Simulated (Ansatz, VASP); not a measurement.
**SnO2 in VASP and in Ansatz**

```
Sn O
1.0
    -2.06556    2.06556    4.88656
     2.06556   -2.06556    4.88656
     2.06556    2.06556   -4.88656
Sn O
2 4
Direct
  0.75000 0.25000 0.50000
  0.00000 0.00000 0.00000
  0.79700 0.79700 0.00000
  0.95300 0.45300 0.50000
  0.20300 0.20300 0.00000
  0.54700 0.04700 0.50000
```

Change from the starting cell: strain +0.040 along x and y, -0.040 along z, atoms carried along.

Alike in both runs: task single point; functional LDA; k mesh 10 × 10 × 10; occupations gaussian, width 0.05 eV; no spin polarisation.

|  | VASP | Ansatz |
| --- | --- | --- |
| version | VASP 6.6.1 | Ansatz 0.2.0 |
| potentials or method | VASP PAW LDA potentials, release 64 (Sn_d, O), cutoff 520 eV | scalar-relativistic, plane waves, PAW |
| valence electrons in the cell | 52 | 52 |

|  | VASP | Ansatz | Ansatz less VASP |
| --- | --- | --- | --- |
| gap on the k mesh at the Fermi level (eV) | 1.74 | 1.72 | -0.021 |
| least direct gap on the mesh (eV) | 2.15 | 2.13 | -0.022 |
| pressure (GPa) | -1.9 | -2.7 | -0.83 |
| traceless stress, the component that is largest in VASP (GPa) | 11.55 | 10.92 | -0.628 |
| rms of the force components (eV/Å) | 0.405 | 0.371 | -0.0339 |

LDA's correlation is that of Perdew and Zunger in VASP and of Perdew and Wang (1992) in Ansatz. Atom by atom the forces differ by 0.034 eV/Å (rms over components).
